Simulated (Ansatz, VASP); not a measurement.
# AlGa3N4 in VASP and in Ansatz

Contents of POSCAR:

```
AlGa3N4
1.0
    4.4653444468      0.0000000000      0.0000000000
    0.0000000000      4.4653444468      0.0000000000
    0.0000000000      0.0000000000      4.4653444468
Al Ga N
1 3 4
Direct
    0.0077809908     -0.0020121059     -0.0205869107
    0.5022320328      0.4652626221      0.0208196045
    0.4983220771      0.0454428780      0.5505526283
    0.0102165595      0.5187935267      0.5045614247
    0.7255322113      0.7825288088      0.2308209330
    0.8008919007      0.2277153650      0.7416098215
    0.2421459948      0.7529949875      0.7457389442
    0.2128782330      0.2092739177      0.2264835545
```

Contents of INCAR.step1:

```
PREC = Accurate
ENCUT = 520
ISMEAR = 0
SIGMA = 0.05
LREAL = F
LASPH = T
NELM = 100
NBANDS = 41
GGA = PE
ALGO = Normal
EDIFF = 1E-4
LWAVE = T
LCHARG = F
```

The input INCAR.step2:

```
PREC = Accurate
ENCUT = 520
EDIFF = 1E-6
ISMEAR = 0
SIGMA = 0.05
LREAL = F
LASPH = T
NELM = 100
ALGO = Normal
ISIF = 2
LWAVE = F
LCHARG = F
METAGGA = R2SCAN
LMIXTAU = T
NBANDS = 41
ISTART = 1
```

KPOINTS

```
regular mesh
0
Gamma
  6 6 6
```

Input for Ansatz:

```yaml
crystal:
  lattice:
    - [4.4653444468, 0.0, 0.0]
    - [0.0, 4.4653444468, 0.0]
    - [0.0, 0.0, 4.4653444468]
  atoms:
    - { symbol: Al, position: [0.0077809908, -0.0020121059, -0.0205869107] }
    - { symbol: Ga, position: [0.5022320328, 0.4652626221, 0.0208196045] }
    - { symbol: Ga, position: [0.4983220771, 0.045442878, 0.5505526283] }
    - { symbol: Ga, position: [0.0102165595, 0.5187935267, 0.5045614247] }
    - { symbol: "N", position: [0.7255322113, 0.7825288088, 0.230820933] }
    - { symbol: "N", position: [0.8008919007, 0.227715365, 0.7416098215] }
    - { symbol: "N", position: [0.2421459948, 0.7529949875, 0.7457389442] }
    - { symbol: "N", position: [0.212878233, 0.2092739177, 0.2264835545] }
basis:
  ecutwfc: 500
kpoints:
  mp_grid: { grid: [6, 6, 6] }
hamiltonian:
  xc: r2scan
scf:
  occupations: { method: gaussian, width: 0.05 }
output:
  forces: true
  stress: true
  eigenvalues: true
```

Change from the starting cell: all atoms moved at random, sigma 0.1 Å a component.

Alike in both runs: task single point; functional r2SCAN; k mesh 6 × 6 × 6; occupations gaussian, width 0.05 eV; no spin polarisation.

```csv
,VASP,Ansatz
version,VASP 6.6.1,Ansatz 0.2.0
potentials or method,"VASP PAW PBE potentials, release 64 (Al, Ga_d, N), cutoff 520 eV","scalar-relativistic, plane waves, PAW"
valence electrons in the cell,62,62
```

```csv
,VASP,Ansatz,Ansatz less VASP
gap on the k mesh at the Fermi level (eV),1.88,1.89,+0.011
least direct gap on the mesh (eV),1.88,1.89,+0.011
pressure (GPa),5.2,4.5,-0.71
"traceless stress, the component that is largest in VASP (GPa)",7.38,7.17,-0.207
rms of the force components (eV/Å),2.160,2.154,-0.0061
```

VASP's potentials were made for PBE, not for r2SCAN. Atom by atom the forces differ by 0.036 eV/Å (rms over components).
